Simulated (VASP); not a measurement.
Here is a VASP 6.6.1 calculation.

The input INCAR:

```
SYSTEM = CoSi
PREC = Accurate ; ENCUT = 520
EDIFF = 1E-6 ; ISMEAR = 0
SIGMA = 0.1 ; LREAL = .False.
LASPH = .True. ; NELM = 150
ALGO = Normal ; ISIF = 2
LWAVE = .False. ; LCHARG = .False.
ISPIN = 2 ; MAGMOM = 2 -2 0 0
LORBIT = 11 ; LMAXMIX = 4
GGA = PE ; NBANDS = 25
```

Contents of KPOINTS:

```
regular mesh
0
Gamma
  16 8 14
  0 0 0
```

Contents of POSCAR:

```
CoSi
1.0
    2.6168231338      0.0000000000      0.0000000000
    0.0000000000      5.2336462676      0.0000000000
    0.0000000000      0.0000000000      3.1358237220
Co Si
2 2
Direct
    0.0000000000      1.0000000000      0.0000000000
    0.0000000000      0.5000000000      0.0000000000
    0.5000000000      0.2500000000      0.5000000000
    0.5000000000      0.7500000000      0.5000000000
```

Potentials or basis: VASP PAW PBE potentials, release 64 (Co, Si).

Run with:

```bash
$ cat potpaw_PBE.64/Co/POTCAR potpaw_PBE.64/Si/POTCAR > POTCAR
$ mpirun -np 1 vasp_std > vasp.out
```

**Question.** Estimate the pressure.

**Answer.** 0.0 GPa.

**Question.** Estimate the site moments.

**Answer.** Co +0.12, -0.12; Si +0.00 μB.

**Question.** What does it give for the net moment?

**Answer.** 0.00 μB per cell.

Stress tensor (GPa, compression positive):
```
 0.73  0.00  0.00
 0.00 -0.38  0.00
 0.00  0.00 -0.49
```
